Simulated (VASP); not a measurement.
Set up this calculation in VASP 6.6.1, as the native input.

```yaml
Task: relaxation of cell and atoms
Functional: PBE
Potentials_or_basis: VASP PAW PBE potentials, release 64 (Sc_sv, Te)
Cutoff: 600 eV
k_mesh: 6 × 6 × 4
Occupations: gaussian, width 0.1 eV
Spin: no spin polarisation
Dipole_correction: no
Further_INCAR_settings: ALGO = Normal; EDIFF = 1e-06; IBRION = 2; EDIFFG = -0.04; NSW = 90; ISIF = 3
```

The structure of Sc3Te2 lies in POSCAR:

```
Sc3Te2
1.0
    4.6724615000      0.0000000000      0.0000000000
   -2.3362307500      4.0464703500      0.0000000000
    0.0000000000      0.0000000000      6.5610773000
Sc Te
3 2
Direct
    0.5000000000      0.0000000000      0.0000000000
    0.0000000000      0.5000000000      0.0000000000
    0.5000000000      0.5000000000      0.0000000000
    0.3333333300      0.6666666700      0.5000000000
    0.6666666700      0.3333333300      0.5000000000
```

These files were run (other wordings do the same):

INCAR

```
PREC = Accurate
ENCUT = 600
EDIFF = 1E-6
ISMEAR = 0
SIGMA = 0.1
LREAL = F
LASPH = T
NELM = 100
ALGO = Normal
ISIF = 3
LWAVE = F
LCHARG = F
GGA = PE
IBRION = 2
NSW = 90
EDIFFG = -0.04
```

KPOINTS

```
regular mesh
0
Gamma
  6 6 4
```

Potentials or basis: VASP PAW PBE potentials, release 64 (Sc_sv, Te).

Run with:

```sh
$ cat potpaw_PBE.64/Sc_sv/POTCAR potpaw_PBE.64/Te/POTCAR > POTCAR
$ mpirun -np 1 vasp_std > vasp.out
```

It gave:

```
Relaxed volume                         : 35.02 Å³/atom
Relaxed cell                           : a = 6.861 Å, b = 6.861 Å, c = 4.294 Å, α = 90.00°, β = 90.00°, γ = 120.00°
Space group after relaxing (to 0.05 Å) : P6/mmm (No. 191)
Energy gained by relaxing              : 2197.8 meV/atom
Ionic steps                            : 8
Pressure after relaxing                : -0.1 GPa
```

Caveat: the volume moved by over 15 % at a fixed basis, so the end points are rough.

Run time: 16 min on 1 thread of AMD EPYC 9755 128-Core Processor, with other jobs on the host, peak memory 0.3 GiB.
